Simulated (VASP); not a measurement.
## N: single point with PBE

N:

```
CELL_PARAMETERS angstrom
7.03385 0.00000 0.00000
0.00000 7.03385 0.00000
0.00000 0.00000 7.03385
ATOMIC_POSITIONS crystal
N 0.73698 0.19958 0.09676
N 0.85083 0.15381 0.00409
N 0.61247 0.38191 0.52016
N 0.74805 0.44855 0.48181
N 0.94868 0.55901 0.85411
N 0.86620 0.67629 0.78662
N 0.39620 0.02500 0.40552
N 0.43892 0.87996 0.37533
N 0.48945 0.90127 0.93324
N 0.33009 0.91099 0.92351
N 0.23518 0.40277 0.30439
N 0.29308 0.46114 0.17420
```

```yaml
Program: VASP 6.6.1
Task: single point
Functional: PBE
Potentials_or_basis: VASP PAW PBE potentials, release 64 (N_h)
Cutoff: 1000 eV
k_mesh: 1 × 1 × 1
Occupations: fermi-dirac, width 0.05 eV
Spin: no spin polarisation
Dipole_correction: no
Further_INCAR_settings: ALGO = Normal; EDIFF = 1e-06; NBANDS = 42
```

* Pressure: 1.5 GPa
* Largest force: 3.216 eV/Å

Forces on the atoms (eV/Å):
```
N   -2.285  0.977  1.909
N    2.412 -0.957 -1.899
N   -0.698 -0.340  0.337
N    0.711  0.302 -0.423
N   -0.801  1.332 -0.635
N    0.955 -1.123  0.806
N   -0.772  2.382  0.573
N    0.767 -2.556 -0.433
N   -3.128  0.078 -0.280
N    2.970 -0.193  0.123
N   -1.270 -1.031  2.486
N    1.141  1.128 -2.562
```

Stress tensor (GPa, compression positive):
```
 0.26  0.30 -1.40
 0.30  1.81  0.48
-1.40  0.48  2.31
```

Levels at points of the mesh, in eV from the Fermi level:
```csv
k point,band 26,band 27,band 28,band 29,band 30,band 31,band 32,band 33,band 34,band 35
"(0.00, 0.00, 0.00)",-1.72,-1.49,-1.42,-1.30,-1.27,6.14,6.19,6.40,6.46,6.59
```

It took 50 s on 1 thread of Intel(R) Xeon(R) 6975P-C (Granite Rapids), with other jobs on the host, peak memory 0.87 GiB.

Caveat: the k points lie up to 0.89 Å⁻¹ apart, too coarse for converged energies, forces and pressures; the atoms stand as in a frame of molecular dynamics.
